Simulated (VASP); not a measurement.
Runs of VASP 6.6.1 on AlGaN2. The structure is that of space group P-4m2 (No. 115), or close to it. The cells are those of the table. 

```tsv
cell	gap on the mesh (eV)	pressure (GPa)	largest force (eV/Å)
a = 3.188, b = 3.188, c = 4.424 Å, 4 atoms	(c)	(a)	0.02
a = 3.141, b = 3.141, c = 4.490 Å, 4 atoms	(b)	-3.1	0.03
a = 3.235, b = 3.235, c = 4.424 Å, 4 atoms	2.94	-10.9	0.04
a = 3.188, b = 3.188, c = 4.490 Å, 4 atoms	3.02	-8.5	-
a = 3.235, b = 3.235, c = 4.357 Å, 4 atoms	3.07	-8.5	0.07
a = 3.235, b = 3.235, c = 4.557 Å, 4 atoms	2.69	-15.2	-
a = 3.188, b = 3.188, c = 4.357 Å, 4 atoms	3.28	(d)	0.05
a = 3.188, b = 3.188, c = 4.557 Å, 4 atoms	2.89	-10.9	0.03
```

Alike in all rows: task single point; level r2SCAN; potentials or basis VASP PAW PBE potentials, release 64 (Al, Ga_d, N_h); no spin polarisation; k mesh 8 × 8 × 6; cutoff (eV) 910; smearing gaussian 0.05 eV.

Question: Estimate the missing entries.

Answer: (a) -5.9; (b) 3.22; (c) 3.15; (d) -3.2.

Caveats: the cutoff is under 1.25 times the usual one of these potentials, so pressure, stress and relaxed cells hold a basis-set (Pulay) error; the cell stands under tension; the PAW data sets were made with another functional, which shifts forces and pressure a little.

A k mesh can miss the band edges, and the runs leave out spin-orbit coupling on Ga.
